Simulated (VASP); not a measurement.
Here is a VASP 6.6.1 calculation.

The input INCAR:

```
SYSTEM = Pb
ALGO = Normal ; EDIFF = 1E-6
ENCUT = 500 ; GGA = PS
GGA_COMPAT = .FALSE. ; ISIF = 2
ISMEAR = 1 ; IVDW = 12
LASPH = .TRUE. ; LCHARG = .TRUE.
LELF = .TRUE. ; LREAL = .FALSE.
LVHAR = .TRUE. ; LWAVE = .FALSE.
NBANDS = 13 ; NELM = 120
PREC = Accurate ; SIGMA = 0.1
```

The input KPOINTS:

```
k-points
0
G
  12 12 12
  0 0 0
```

The input POSCAR:

```
Pb
1.0
    0.0000000000      2.4750200000      2.4997702000
    2.4750200000      0.0000000000      2.4997702000
    2.4750200000      2.4750200000      0.0000000000
Pb
1
Direct
    0.0000000000      0.0000000000      0.0000000000
```

Potentials or basis: VASP PAW PBE potentials, release 64 (Pb_d).

Command:

```bash
$ cat potpaw_PBE.64/Pb_d/POTCAR > POTCAR
$ mpirun -np 1 vasp_std > vasp.out
```

Estimate the dispersion energy per atom.

-0.437 eV.

Estimate the pressure.

-3.1 GPa.

What does it give for the band gap on the k mesh?

Zero (bands 7 and 8 overlap by 8.91 eV).

Stress tensor (GPa, compression positive):
```
-3.15  0.00  0.00
 0.00 -3.15  0.00
 0.00  0.00 -2.87
```

Caveat: three body term missing; the cell stands under tension; the PAW data sets were made with another functional, which shifts forces and pressure a little; spin-orbit coupling is left out, which moves the levels of the heavy elements.
